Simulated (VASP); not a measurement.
Input of a VASP 6.6.1 run:

INCAR

```
SYSTEM = F
ALGO = Normal
EDIFF = 1E-6
ENCUT = 520
GGA = PE
ISIF = 2
ISMEAR = 0
IVDW = 12
LASPH = .TRUE.
LCHARG = .FALSE.
LREAL = .FALSE.
LWAVE = .FALSE.
NBANDS = 22
NELM = 60
PREC = Accurate
SIGMA = 0.02
```

File KPOINTS:

```
k-points
0
G
  8 8 4
  0 0 0
```

Contents of POSCAR:

```
F
1.0
    2.8719956378     -1.6317754868     -0.1351459795
    2.8719956378      1.6317754868     -0.1351459795
   -1.9551159608      0.0000000000      7.1016679347
F
4
Direct
    0.0779807312      0.0779807312      0.0957325419
    0.9220192688      0.9220192688      0.9042674581
    0.4990382037      0.4990382037      0.5958837857
    0.5009617963      0.5009617963      0.4041162143
```

Potentials or basis: VASP PAW PBE potentials, release 64 (F).

The run is started by

```sh
$ cat potpaw_PBE.64/F/POTCAR > POTCAR
$ mpirun -np 1 vasp_std > vasp.out
```

(1) Estimate the largest force.

(2) What does it give for the pressure?

(3) Estimate the dispersion energy per atom.

Answers

(1) 0.377 eV/Å.

(2) 0.6 GPa.

(3) -0.028 eV.
